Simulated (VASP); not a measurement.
# Ge (P6_3/mmc) in VASP: notebook, part 2 of 4

VASP 6.6.1. The steps go on from the part before.

## Step 3: Electric field gradients, PBE (zz strain of -1 %)

File INCAR:

```
SYSTEM = Ge
PREC = Accurate
ENCUT = 520
EDIFF = 1E-8
ISMEAR = -1
SIGMA = 0.05
LREAL = .False.
LASPH = .True.
NELM = 60
ALGO = Normal
ISIF = 2
LWAVE = .False.
LCHARG = .False.
GGA = PE
LEFG = .True.
NBANDS = 36
```

File KPOINTS:

```
regular mesh
0
Gamma
  11 11 6
  0 0 0
```

File POSCAR:

```
Ge
1.0
    3.9975858431      0.0000000000      0.0000000000
   -1.9987929216      3.4620108940      0.0000000000
    0.0000000000      0.0000000000      6.5333841705
Ge
4
Direct
    0.6666666667      0.3333333333      0.0629012500
    0.3333333333      0.6666666667      0.5629012500
    0.6666666667      0.3333333333      0.4370987500
    0.3333333333      0.6666666667      0.9370987500
```

Potentials or basis: VASP PAW PBE potentials, release 64 (Ge_d).

Launch:

```console
$ cat potpaw_PBE.64/Ge_d/POTCAR > POTCAR
$ mpirun -np 1 vasp_std > vasp.out
```

OUTCAR:

```text
SYSTEM = Ge
   PREC = Accurate
   ENCUT = 520
   EDIFF = 1E-8
   ISMEAR = -1
   LREAL = .False.
   LASPH = .True.
   NELM = 60
   ISIF = 2
   GGA = PE

 ion  position               nearest neighbor table
   1  0.667  0.333  0.063-   3 2.44   4 2.45   4 2.45   4 2.45
   2  0.333  0.667  0.563-   4 2.44   3 2.45   3 2.45   3 2.45
   3  0.667  0.333  0.437-   1 2.44   2 2.45   2 2.45   2 2.45
   4  0.333  0.667  0.937-   2 2.44   1 2.45   1 2.45   1 2.45

  LATTYP: Found a hexagonal cell.
 ALAT       =     3.9975858431
 C/A-ratio  =     1.6343324264

  Lattice vectors:

 A1 = (   3.9975858431,   0.0000000000,   0.0000000000)
 A2 = (  -1.9987929216,   3.4620108940,   0.0000000000)
 A3 = (   0.0000000000,   0.0000000000,   6.5333841705)

Analysis of symmetry for initial positions (statically):
=====================================================================
 Subroutine PRICEL returns:
 Original cell was already a primitive cell.

 Routine SETGRP: Setting up the symmetry group for a
 hexagonal supercell.

 Subroutine GETGRP returns: Found 24 space group operations
 (whereof 12 operations were pure point group operations)
 out of a pool of 24 trial point group operations.

The static configuration has the point symmetry D_3d.
 The point group associated with its full space group is D_6h.

Analysis of symmetry for dynamics (positions and initial velocities):
=====================================================================
 Subroutine PRICEL returns:
 Original cell was already a primitive cell.

 Routine SETGRP: Setting up the symmetry group for a
 hexagonal supercell.

 Subroutine GETGRP returns: Found 24 space group operations
 (whereof 12 operations were pure point group operations)
 out of a pool of 24 trial point group operations.

The dynamic configuration has the point symmetry D_3d.
 The point group associated with its full space group is D_6h.

 Subroutine INISYM returns: Found 24 space group operations
 (whereof 12 operations are pure point group operations),
 and found     1 'primitive' translations

----------------------------------------------------------------------------------------

                                     Primitive cell

  volume of cell :      90.4200

  direct lattice vectors                    reciprocal lattice vectors
     3.997585843  0.000000000  0.000000000     0.250150976  0.144424733  0.000000000
    -1.998792922  3.462010894  0.000000000     0.000000000  0.288849467  0.000000000
     0.000000000  0.000000000  6.533384170     0.000000000  0.000000000  0.153060033

  length of vectors
     3.997585843  3.997585843  6.533384170     0.288849467  0.288849467  0.153060033

  position of ions in fractional coordinates (direct lattice)
     0.666666667  0.333333333  0.062901250
     0.333333333  0.666666667  0.562901250
     0.666666667  0.333333333  0.437098750
     0.333333333  0.666666667  0.937098750

  ion indices of the primitive-cell ions
   primitive index   ion index
                 1           1
                 2           2
                 3           3
[... 88 lines left out ...]
   ISMEAR =    -1;   SIGMA  =   0.05  broadening in eV -4-tet -1-fermi 0-gaus
   EFERMI_NEDOS =   21; number of points for ismear=-14 and -15
   IALGO  =     38    algorithm
   IMIX   =      4    mixing-type and parameters
     AMIX     =   0.40;   BMIX     =  1.00
     AMIX_MAG =   1.60;   BMIX_MAG =  1.00
  volume/ion in A,a.u.               =      22.60       152.55
  Fermi-wavevector in a.u.,A,eV,Ry     =   1.395456  2.637029 26.494576  1.947296
  Thomas-Fermi vector in A             =   2.518906
   LORBIT       =      0    0 simple, 1 ext, 2 COOP (PROOUT), +10 PAW based schemes
   GGA     = PE    functional components
   LHFCALC =     F    Hartree Fock is set to
   AEXX    =    0.0000 exact exchange contribution
   IVDW    =     0    specifies the selected vdW correction
   LEPSILON=     F    determine dielectric tensor
   LRPA    =     F    only Hartree local field effects (RPA)
 non-spin polarized calculation
  energy-cutoff  :      520.00
  volume of cell :       90.42
 maximum number of plane-waves:      2472
 NGX is ok and might be reduce to    30
   NGX = 15   NGY = 15   NGZ = 25

 number of electron      56.0000046 magnetization

 Free energy of the ion-electron system (eV)
  ---------------------------------------------------
  ext. energy  EPLUGINS =         0.00000000
  ---------------------------------------------------
  free energy    TOTEN  =       -17.94480997 eV

  energy without entropy =      -17.94387148  energy(sigma->0) =      -17.94434072

 E-fermi :   5.0955     XC(G=0):  -9.9268

 val. band max:        5.0104156835   @ k =   0.0000   0.0000   0.1667
 cond. band min:       5.1758179918   @ k =   0.0000   0.0000   0.0000
 fundamental gap:      0.1654023083
 Fermi energy:         5.0955341031

 k-point     1 :       0.0000    0.0000    0.0000
  band No.  band energies     occupation
      1     -19.8475      2.00000
      2     -19.8475      2.00000
      3     -19.8180      2.00000
      4     -19.8063      2.00000
      5     -19.8063      2.00000
      6     -19.8025      2.00000
[... 925 lines left out ...]
     35      11.2768      0.00000
     36      11.9586      0.00000

 [... further k-points ...]

------------------------ aborting loop because EDIFF is reached ----------------------------------------

  FORCE on cell =-STRESS in cart. coord.  units (eV):
  Direction    XX          YY          ZZ          XY          YZ          ZX
  --------------------------------------------------------------------------------------
  -------------------------------------------------------------------------------------
  Total        1.6938484      1.6938484      2.7058055     -0.0000000      0.0000000      0.0000000
  in kB       30.0137793     30.0137793     47.9449345     -0.0000000      0.0000000      0.0000000
  external PRESSURE =      35.9908310 kB  Pullay stress =       0.0000000 kB

 VOLUME and BASIS-vectors are now :
 -----------------------------------------------------------------------------
  energy-cutoff  :      520.00
  volume of cell :       90.42
      direct lattice vectors                 reciprocal lattice vectors
     3.997585843  0.000000000  0.000000000     0.250150976  0.144424733  0.000000000
    -1.998792922  3.462010894  0.000000000     0.000000000  0.288849467  0.000000000
     0.000000000  0.000000000  6.533384170     0.000000000  0.000000000  0.153060033

 POSITION                                       TOTAL-FORCE (eV/Angst)
 -----------------------------------------------------------------------------------
      1.99879      1.15400      0.41096        -0.000000      0.000000     -0.097832
     -0.00000      2.30801      3.67765        -0.000000     -0.000000     -0.097832
      1.99879      1.15400      2.85573         0.000000      0.000000      0.097832
     -0.00000      2.30801      6.12243         0.000000     -0.000000      0.097832
 -----------------------------------------------------------------------------------
    total drift:                                0.000000     -0.000000      0.000000

  FREE ENERGIE OF THE ION-ELECTRON SYSTEM (eV)
  ---------------------------------------------------
  free  energy   TOTEN  =       -17.9448099702 eV

  energy  without entropy=      -17.9438714777  energy(sigma->0) =      -17.94434072

 Electric field gradients (V/A^2)
---------------------------------------------------------------------
 ion       V_xx      V_yy      V_zz      V_xy      V_xz      V_yz
---------------------------------------------------------------------
   1      -0.680    -0.684     1.364    -0.003     0.000    -0.000
   2      -0.680    -0.684     1.364    -0.003    -0.000     0.000
   3      -0.680    -0.684     1.364    -0.003    -0.000     0.000
   4      -0.680    -0.684     1.364    -0.003     0.000    -0.000
---------------------------------------------------------------------

 Electric field gradients after diagonalization (V/A^2)
 (convention: |V_zz| > |V_xx| > |V_yy|)
----------------------------------------------------------------------
 ion       V_xx      V_yy      V_zz     asymmetry (V_yy - V_xx)/ V_zz
----------------------------------------------------------------------
   1      -0.686    -0.679     1.364       0.005
   2      -0.686    -0.679     1.364       0.005
   3      -0.686    -0.679     1.364       0.005
   4      -0.686    -0.679     1.364       0.005
----------------------------------------------------------------------

           NMR quadrupolar parameters

 Cq : quadrupolar parameter    Cq=e*Q*V_zz/h
 eta: asymmetry parameters     (V_yy - V_xx)/ V_zz
 Q  : nuclear electric quadrupole moment in mb (millibarn)
----------------------------------------------------------------------
 ion       Cq(MHz)       eta       Q (mb)
----------------------------------------------------------------------
   1       0.003       0.005       1.000
   2       0.003       0.005       1.000
   3       0.003       0.005       1.000
   4       0.003       0.005       1.000
----------------------------------------------------------------------
```

OSZICAR:

```text
N       E                     dE             d eps       ncg     rms          rms(c)
DAV:   1     0.499290488166E+03    0.49929E+03   -0.28367E+04  5288   0.428E+03
DAV:   2     0.687019174158E+02   -0.43059E+03   -0.41923E+03  4608   0.806E+02
DAV:   3    -0.133757251925E+02   -0.82078E+02   -0.80834E+02  5048   0.207E+02
DAV:   4    -0.180284678309E+02   -0.46527E+01   -0.46335E+01  5400   0.575E+01
DAV:   5    -0.181241073867E+02   -0.95640E-01   -0.95610E-01  5144   0.918E+00    0.456E+00
DAV:   6    -0.180049838890E+02    0.11912E+00   -0.66207E-02  5100   0.198E+00    0.269E+00
DAV:   7    -0.179404491981E+02    0.64535E-01   -0.10492E-01  4960   0.222E+00    0.194E-01
DAV:   8    -0.179439398136E+02   -0.34906E-02   -0.12334E-02  5120   0.991E-01    0.857E-02
DAV:   9    -0.179447691069E+02   -0.82929E-03   -0.90370E-04  5044   0.129E-01    0.190E-02
DAV:  10    -0.179447997062E+02   -0.30599E-04   -0.56655E-05  5616   0.775E-02    0.771E-03
DAV:  11    -0.179448091973E+02   -0.94911E-05   -0.20720E-05  5076   0.238E-02    0.358E-03
DAV:  12    -0.179448100296E+02   -0.83234E-06   -0.11568E-06  5084   0.115E-02    0.684E-04
DAV:  13    -0.179448100103E+02    0.19296E-07   -0.77580E-08  4832   0.204E-03    0.320E-04
DAV:  14    -0.179448099639E+02    0.46462E-07   -0.10428E-08  3756   0.102E-03    0.981E-05
DAV:  15    -0.179448099702E+02   -0.63574E-08   -0.27233E-09  2804   0.644E-04
   1 F= -.17944810E+02 E0= -.17944341E+02  d E =-.938493E-03
```

stdout:

```text
POSCAR found type information on POSCAR Ge
 POSCAR found :  1 types and       4 ions
 scaLAPACK will be used
 LDA part: xc-table for (Slater+PW92), standard interpolation
 POSCAR, INCAR and KPOINTS ok, starting setup
 FFT: planning ... GRIDC
 FFT: planning ... GRID_SOFT
 FFT: planning ... GRID
 WAVECAR not read
 entering main loop
ion   1

ion   2

ion   3

ion   4
```

Wall time 5.3 min (1 thread of Intel Xeon 8259CL, shared host); peak memory 0.26 GiB.

What came out:

```
Free energy                             : -17.9448 eV
Pressure                                : 3.6 GPa
Largest force                           : 0.098 eV/Å
Band gap on the k mesh                  : zero (bands 28 and 29 overlap by 0.17 eV)
Largest electric field gradient by atom : Ge +1.4 V/Å²
```

Forces on the atoms (eV/Å):
```
Ge   0.000  0.000 -0.098
Ge   0.000  0.000 -0.098
Ge   0.000  0.000  0.098
Ge   0.000  0.000  0.098
```

Electric field gradients, principal values (V/Å²):
| atom | least | middle | greatest (by size) |
| --- | --- | --- | --- |
| 1 Ge | -0.679 | -0.686 | 1.364 |
| 2 Ge | -0.679 | -0.686 | 1.364 |
| 3 Ge | -0.679 | -0.686 | 1.364 |
| 4 Ge | -0.679 | -0.686 | 1.364 |

Caveat: the cell differs from its parent crystal (zz strain of -1 %); the cell stands under pressure; semilocal functionals underestimate gaps, so a narrow gap can read as zero; without QUAD_EFG the Cq values of the log hold for a quadrupole moment of 1 mb, not for the nuclei.

(Continued in part 3 of 4.)
